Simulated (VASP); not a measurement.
# BaS in VASP: settings compared

The runs below take BaS through single point, with PBE, r2SCAN.

Everything below comes from runs of VASP 6.6.1. Logs are shortened: lines on timing, memory, paths and dates and some standing lists are left out, and cuts for length are marked.

### 1 The cell of the first run

Symmetry: I-4m2, No. 119, tetragonal system. The conventional cell has a = 4.954 Å, b = 4.954 Å, c = 7.096 Å, α = 90.00°, β = 90.00°, γ = 90.00°. Ba (site symmetry -4m2) has 4 S at 3.05 Å within 4.0 Å. Within 4.0 Å of S (site symmetry -4m2) lie 4 Ba at 3.05 Å.

### 2 Single point, PBE (epitaxial xy strain -0.5%)

File INCAR:

```
SYSTEM = BaS
PREC = Accurate
ENCUT = 520
EDIFF = 1E-7
ISMEAR = -1
SIGMA = 0.02
LREAL = .False.
LASPH = .True.
NELM = 80
ALGO = Normal
ISIF = 2
LWAVE = .False.
LCHARG = .True.
GGA = PE
LELF = .True.
LVHAR = .True.
NBANDS = 15
```

File KPOINTS:

```
Automatic mesh
0
Gamma
  6 6 6
  0 0 0
```

File POSCAR:

```
BaS
1.0
    0.0000000000      3.5028705356      3.5480831883
    3.5028705356      0.0000000000      3.5480831883
    3.5028705356      3.5028705356      0.0000000000
Ba S
1 1
Direct
    0.0000000000      0.0000000000      0.0000000000
    0.2500000000      0.2500000000      0.2500000000
```

Potentials or basis: VASP PAW PBE potentials, release 64 (Ba_sv, S).

Run with:

```console
cat potpaw_PBE.64/Ba_sv/POTCAR potpaw_PBE.64/S/POTCAR > POTCAR
mpirun -np 1 vasp_std > vasp.out
```

OUTCAR:

```text
SYSTEM = BaS
   PREC = Accurate
   ENCUT = 520
   EDIFF = 1E-7
   ISMEAR = -1
   LREAL = .False.
   LASPH = .True.
   NELM = 80
   ISIF = 2
   GGA = PE

 ion  position               nearest neighbor table
   1  0.000  0.000  0.000-   2 3.05   2 3.05   2 3.05   2 3.05
   2  0.250  0.250  0.250-   1 3.05   1 3.05   1 3.05   1 3.05

  LATTYP: Found a body centered tetragonal cell.
 ALAT       =     4.9538070187
 C/A-ratio  =     1.4324672620

  Lattice vectors:

 A1 = (  -3.5028705356,   0.0000000000,   3.5480831883)
 A2 = (   3.5028705356,   0.0000000000,   3.5480831883)
 A3 = (   0.0000000000,   3.5028705356,  -3.5480831883)

Analysis of symmetry for initial positions (statically):
=====================================================================
 Subroutine PRICEL returns:
 Original cell was already a primitive cell.

 Routine SETGRP: Setting up the symmetry group for a
 body centered tetragonal supercell.

 Subroutine GETGRP returns: Found  8 space group operations
 (whereof  8 operations were pure point group operations)
 out of a pool of 16 trial point group operations.

The static configuration has the point symmetry D_2d.

Analysis of symmetry for dynamics (positions and initial velocities):
=====================================================================
 Subroutine PRICEL returns:
 Original cell was already a primitive cell.

 Routine SETGRP: Setting up the symmetry group for a
 body centered tetragonal supercell.

 Subroutine GETGRP returns: Found  8 space group operations
 (whereof  8 operations were pure point group operations)
 out of a pool of 16 trial point group operations.

The dynamic configuration has the point symmetry D_2d.

 Subroutine INISYM returns: Found  8 space group operations
 (whereof  8 operations are pure point group operations),
 and found     1 'primitive' translations

----------------------------------------------------------------------------------------

                                     Primitive cell

  volume of cell :      87.0707

  direct lattice vectors                    reciprocal lattice vectors
     0.000000000  3.502870536  3.548083188    -0.142740074  0.142740074  0.140921160
     3.502870536  0.000000000  3.548083188     0.142740074 -0.142740074  0.140921160
     3.502870536  3.502870536  0.000000000     0.142740074  0.142740074 -0.140921160

  length of vectors
     4.985879692  4.985879692  4.953807019     0.246187390  0.246187390  0.246187390

  position of ions in fractional coordinates (direct lattice)
     0.000000000  0.000000000  0.000000000
     0.250000000  0.250000000  0.250000000

  ion indices of the primitive-cell ions
   primitive index   ion index
                 1           1
                 2           2

----------------------------------------------------------------------------------------

 KPOINTS: Automatic mesh

Automatic generation of k-mesh.
 Grid dimensions read from file:
 generate k-points for:    6    6    6

 Generating k-lattice:

  Cartesian coordinates                     Fractional coordinates (reciprocal lattice)
    -0.023790012  0.023790012  0.023486860     0.166666667 -0.000000000  0.000000000
     0.023790012 -0.023790012  0.023486860    -0.000000000  0.166666667  0.000000000
     0.023790012  0.023790012 -0.023486860     0.000000000  0.000000000  0.166666667

  Length of vectors
     0.041031232  0.041031232  0.041031232

  Shift w.r.t. Gamma in fractional coordinates (k-lattice)
     0.000000000  0.000000000  0.000000000

 Subroutine IBZKPT returns following result:
 ===========================================

 Found     30 irreducible k-points:

 Following reciprocal coordinates:
            Coordinates               Weight
  0.000000  0.000000  0.000000      1.000000
  0.166667  0.000000  0.000000      8.000000
  0.333333 -0.000000  0.000000      8.000000
  0.500000  0.000000  0.000000      4.000000
  0.166667  0.166667  0.000000      2.000000
  0.333333  0.166667  0.000000      8.000000
[... 16 lines left out ...]
  0.333333  0.000000  0.333333      4.000000
  0.500000  0.000000  0.333333     16.000000
 [... further k-points ...]
   k-points           NKPTS =     30   k-points in BZ     NKDIM =     30   number of bands    NBANDS=     15
   number of dos      NEDOS =    301   number of ions     NIONS =      2
   total plane-waves  NPLWV =  64000
   dimension x,y,z NGX =    40 NGY =   40 NGZ =   40
   dimension x,y,z NGXF=    80 NGYF=   80 NGZF=   80
   ions per type =               1   1
   NGX,Y,Z   is equivalent  to a cutoff of  13.34, 13.34, 13.42 a.u.
   NGXF,Y,Z  is equivalent  to a cutoff of  26.67, 26.67, 26.85 a.u.
 SYSTEM =  BaS
   PREC   = accura    normal or accurate (medium, high low for compatibility)
   ISTART =      0    job   : 0-new  1-cont  2-samecut
   ICHARG =      2    charge: 1-file 2-atom 10-const
   ISPIN  =      1    spin polarized calculation?
   LNONCOLLINEAR =      F non collinear calculations
   LSORBIT =      F    spin-orbit coupling
   LASPH  =      T    aspherical Exc in radial PAW
   ENCUT  =  520.0 eV  38.22 Ry    6.18 a.u.   9.27  9.27  9.21*2*pi/ulx,y,z
   NELM   =     80;   NELMIN=  2; NELMDL= -5     # of ELM steps
   EDIFF  = 0.1E-06   stopping-criterion for ELM
   LREAL  =      F    real-space projection
   EDIFFG = 0.1E-05   stopping-criterion for IOM
   NSW    =      0    number of steps for IOM
   IBRION =     -1    ionic relax: 0-MD 1-quasi-New 2-CG
   NFREE  =      0    steps in history (QN), initial steepest desc. (CG)
   ISIF   =      2    stress and relaxation
   ISYM   =      2    0-nonsym 1-usesym 2-fastsym
   POTIM  = 0.5000    time-step for ionic-motion
   TEBEG  =    0.0;   TEEND  =   0.0 temperature during run
   PSTRESS=    0.0 pullay stress
   NELECT =      16.0000    total number of electrons
   NUPDOWN=      -1.0000    fix difference up-down
   EMIN   =  10.00;   EMAX   =-10.00  energy-range for DOS
   EFERMI =   0.00;   METHOD = LEGACY
   ISMEAR =    -1;   SIGMA  =   0.02  broadening in eV -4-tet -1-fermi 0-gaus
   EFERMI_NEDOS =   21; number of points for ismear=-14 and -15
   IALGO  =     38    algorithm
   IMIX   =      4    mixing-type and parameters
     AMIX     =   0.40;   BMIX     =  1.00
     AMIX_MAG =   1.60;   BMIX_MAG =  1.00
  volume/ion in A,a.u.               =      43.54       293.79
  Fermi-wavevector in a.u.,A,eV,Ry     =   0.930731  1.758827 11.786185  0.866260
  Thomas-Fermi vector in A             =   2.057150
   LORBIT       =      0    0 simple, 1 ext, 2 COOP (PROOUT), +10 PAW based schemes
   GGA     = PE    functional components
   LHFCALC =     F    Hartree Fock is set to
   AEXX    =    0.0000 exact exchange contribution
   IVDW    =     0    specifies the selected vdW correction
   LEPSILON=     F    determine dielectric tensor
   LRPA    =     F    only Hartree local field effects (RPA)
 non-spin polarized calculation
  energy-cutoff  :      520.00
  volume of cell :       87.07
 maximum number of plane-waves:      2359
 NGX is ok and might be reduce to    40
   NGX = 19   NGY = 19   NGZ = 19

 number of electron      15.9999999 magnetization

 Free energy of the ion-electron system (eV)
  ---------------------------------------------------
  ext. energy  EPLUGINS =         0.00000000
  ---------------------------------------------------
  free energy    TOTEN  =        -9.73336731 eV

  energy without entropy =       -9.73336731  energy(sigma->0) =       -9.73336731

 E-fermi :   0.3308     XC(G=0):  -7.1824

 val. band max:       -0.1655783657   @ k =  -0.3333   0.5000   0.1667
 cond. band min:       2.5946233459   @ k =   0.0000   0.0000   0.0000
 fundamental gap:      2.7602017116
 Fermi energy:         0.3308240541

 k-point     1 :       0.0000    0.0000    0.0000
  band No.  band energies     occupation
      1     -26.2601      2.00000
      2     -11.4418      2.00000
      3     -11.4418      2.00000
      4     -11.4395      2.00000
      5     -10.0810      2.00000
      6      -0.8538      2.00000
      7      -0.8463      2.00000
      8      -0.8463      2.00000
      9       2.5946      0.00000
     10       4.8324      0.00000
     11       4.9221      0.00000
     12       6.7350      0.00000
     13       6.8348      0.00000
     14       6.8348      0.00000
     15       9.7491      0.00000

 k-point     2 :       0.1667    0.0000    0.0000
  band No.  band energies     occupation
      1     -26.2565      2.00000
      2     -11.6443      2.00000
      3     -11.4512      2.00000
      4     -11.4506      2.00000
      5      -9.8707      2.00000
      6      -0.9165      2.00000
      7      -0.7827      2.00000
      8      -0.7756      2.00000
      9       3.1701      0.00000
     10       4.6622      0.00000
     11       4.7282      0.00000
     12       6.4931      0.00000
     13       7.1396      0.00000
     14       7.1886      0.00000
     15       8.3938      0.00000

 k-point     3 :       0.3333   -0.0000    0.0000
  band No.  band energies     occupation
      1     -26.2492      2.00000
      2     -11.9436      2.00000
      3     -11.4712      2.00000
      4     -11.4699      2.00000
      5      -9.5655      2.00000
      6      -0.8729      2.00000
      7      -0.6569      2.00000
      8      -0.6432      2.00000
      9       4.0724      0.00000
     10       4.7274      0.00000
     11       4.7566      0.00000
     12       5.8501      0.00000
     13       6.8627      0.00000
     14       6.8798      0.00000
     15       7.4432      0.00000
[... 343 lines left out ...]
 k-point    23 :       0.3333    0.0000    0.3333
  band No.  band energies     occupation
      1     -26.2453      2.00000
      2     -12.0154      2.00000
      3     -11.5187      2.00000
      4     -11.5112      2.00000
      5      -9.4196      2.00000
      6      -1.2146      2.00000
      7      -0.3858      2.00000
      8      -0.3577      2.00000
      9       3.3755      0.00000
     10       4.7641      0.00000
     11       5.7180      0.00000
     12       6.4995      0.00000
     13       6.5076      0.00000
     14       6.5886      0.00000
     15       9.3237      0.00000

 k-point    24 :       0.5000    0.0000    0.3333
  band No.  band energies     occupation
      1     -26.2417      2.00000
      2     -12.1059      2.00000
      3     -11.5569      2.00000
      4     -11.5244      2.00000
      5      -9.2955      2.00000
      6      -1.1165      2.00000
      7      -0.3140      2.00000
      8      -0.2842      2.00000
      9       3.3329      0.00000
     10       4.4375      0.00000
     11       5.5761      0.00000
     12       6.4885      0.00000
     13       6.6505      0.00000
     14       7.3246      0.00000
     15       9.1097      0.00000

 [... further k-points ...]
[... 5 lines left out ...]
  --------------------------------------------------------------------------------------
  -------------------------------------------------------------------------------------
  Total        0.2359891      0.2359891      0.2116976      0.0000000      0.0000000      0.0000000
  in kB        4.3424066      4.3424066      3.8954223      0.0000000      0.0000000      0.0000000
  external PRESSURE =       4.1934118 kB  Pullay stress =       0.0000000 kB

 VOLUME and BASIS-vectors are now :
 -----------------------------------------------------------------------------
  energy-cutoff  :      520.00
  volume of cell :       87.07
      direct lattice vectors                 reciprocal lattice vectors
     0.000000000  3.502870536  3.548083188    -0.142740074  0.142740074  0.140921160
     3.502870536  0.000000000  3.548083188     0.142740074 -0.142740074  0.140921160
     3.502870536  3.502870536  0.000000000     0.142740074  0.142740074 -0.140921160

 POSITION                                       TOTAL-FORCE (eV/Angst)
 -----------------------------------------------------------------------------------
      0.00000      0.00000      0.00000        -0.000000     -0.000000      0.000000
      1.75144      1.75144      1.77404         0.000000      0.000000      0.000000
 -----------------------------------------------------------------------------------
    total drift:                                0.000000      0.000000     -0.000000

  FREE ENERGIE OF THE ION-ELECTRON SYSTEM (eV)
  ---------------------------------------------------
  free  energy   TOTEN  =        -9.7333673140 eV

  energy  without entropy=       -9.7333673140  energy(sigma->0) =       -9.73336731
```

Wall time 70 s (1 thread of AMD EPYC 7R13, shared host); peak memory 0.22 GiB.

Results:

| Quantity | Value |
| --- | --- |
| Free energy | -9.7334 eV |
| Pressure | 0.4 GPa |
| Band gap on the k mesh | 2.76 eV (least direct gap 3.40 eV) |

Caveat: the cell differs from its parent crystal (epitaxial xy strain -0.5%); the structure was generated, so it needn't be the stable form of BaS; spin-orbit coupling is left out, which moves the levels of the heavy elements. A k mesh can miss the band edges.

### 3 Single point, PBE (strain along [111] -3.2%)

File INCAR:

```
PREC = Accurate
ENCUT = 520
EDIFF = 1E-6
ISMEAR = -1
SIGMA = 0.02
LREAL = False
LASPH = True
NELM = 100
ALGO = Normal
ISIF = 2
LWAVE = False
LCHARG = False
GGA = PE
NBANDS = 15
```

File KPOINTS:

```
Automatic mesh
0
Gamma
  6 6 6
```

File POSCAR:

```
BaS
1.0
   -0.0760192943      3.4433924766      3.4433924766
    3.4433924766     -0.0760192943      3.4433924766
    3.4433924766      3.4433924766     -0.0760192943
Ba S
1 1
Direct
   -0.0024653819     -0.0024653819     -0.0024653819
    0.2524653819      0.2524653819      0.2524653819
```

Potentials or basis: VASP PAW PBE potentials, release 64 (Ba_sv, S).

Run with:

```console
cat potpaw_PBE.64/Ba_sv/POTCAR potpaw_PBE.64/S/POTCAR > POTCAR
mpirun -np 1 vasp_std > vasp.out
```

OUTCAR:

```text
PREC = Accurate
   ENCUT = 520
   EDIFF = 1E-6
   ISMEAR = -1
   LREAL = False
   LASPH = True
   NELM = 100
   ISIF = 2
   GGA = PE

 ion  position               nearest neighbor table
   1  0.998  0.998  0.998-   2 3.01   2 3.02   2 3.02   2 3.02
   2  0.252  0.252  0.252-   1 3.01   1 3.02   1 3.02   1 3.02

  LATTYP: Found a trigonal (rhomboedric) cell.
 ALAT       =     4.8702856619
 COS(alpha) =     0.4778067012

  Lattice vectors:

 A1 = (  -0.0760192943,   3.4433924766,   3.4433924766)
 A2 = (   3.4433924766,  -0.0760192943,   3.4433924766)
[... 608 lines left out ...]
     11       5.9783      0.00000
     12       6.4023      0.00000
     13       7.3192      0.00000
     14       8.6642      0.00000
     15       8.8582      0.00000

 [... further k-points ...]
[... 5 lines left out ...]
  --------------------------------------------------------------------------------------
  -------------------------------------------------------------------------------------
  Total        0.7152620      0.7152620      0.7152620      0.0629502      0.0629502      0.0629502
  in kB       13.5843750     13.5843750     13.5843750      1.1955605      1.1955605      1.1955605
  external PRESSURE =      13.5843750 kB  Pullay stress =       0.0000000 kB

 VOLUME and BASIS-vectors are now :
 -----------------------------------------------------------------------------
  energy-cutoff  :      520.00
  volume of cell :       84.36
      direct lattice vectors                 reciprocal lattice vectors
    -0.076019294  3.443392477  3.443392477    -0.140483471  0.143654921  0.143654921
     3.443392477 -0.076019294  3.443392477     0.143654921 -0.140483471  0.143654921
     3.443392477  3.443392477 -0.076019294     0.143654921  0.143654921 -0.140483471

 POSITION                                       TOTAL-FORCE (eV/Angst)
 -----------------------------------------------------------------------------------
      6.79397      6.79397      6.79397        -0.001238     -0.001238     -0.001238
      1.71948      1.71948      1.71948         0.001238      0.001238      0.001238
 -----------------------------------------------------------------------------------
    total drift:                                0.000084      0.000084      0.000084

  FREE ENERGIE OF THE ION-ELECTRON SYSTEM (eV)
  ---------------------------------------------------
  free  energy   TOTEN  =        -9.7158536829 eV

  energy  without entropy=       -9.7158536829  energy(sigma->0) =       -9.71585368
```

Run time: 57 s. Hardware: 1 thread of AMD EPYC 7R13, shared host; peak memory 0.19 GiB.

Results:

```yaml
Free_energy: -9.7159 eV
Pressure: 1.4 GPa
Band_gap_on_the_k_mesh: 2.81 eV (least direct gap 3.42 eV)
```

Forces on the atoms (eV/Å):
```
Ba  -0.001 -0.001 -0.001
S    0.001  0.001  0.001
```

Levels at points of the mesh, in eV from the valence-band top:
| k point | band 4 | band 5 | band 6 | band 7 | band 8 | band 9 | band 10 | band 11 | band 12 | band 13 |
| --- | --- | --- | --- | --- | --- | --- | --- | --- | --- | --- |
| (0.00, 0.00, 0.00) | -11.19 | -9.96 | -0.76 | -0.76 | -0.68 | 2.81 | 5.08 | 5.08 | 6.99 | 7.13 |
| (0.50, 0.00, 0.00) | -11.23 | -9.22 | -0.64 | -0.45 | -0.44 | 4.47 | 5.11 | 5.38 | 5.62 | 6.35 |
| (0.50, 0.50, 0.00) | -11.30 | -9.03 | -1.14 | -0.01 | 0.00 | 3.46 | 4.60 | 6.34 | 6.39 | 6.49 |
| (0.50, 0.50, 0.50) | -11.24 | -9.28 | -0.55 | -0.49 | -0.49 | 4.53 | 5.34 | 5.34 | 5.52 | 6.58 |

Caveat: the cell differs from its parent crystal (strain along [111] -3.2%); the structure was generated, so it needn't be the stable form of BaS; spin-orbit coupling is left out, which moves the levels of the heavy elements. A k mesh can miss the band edges.

(Part 1 of 2 ends here.)
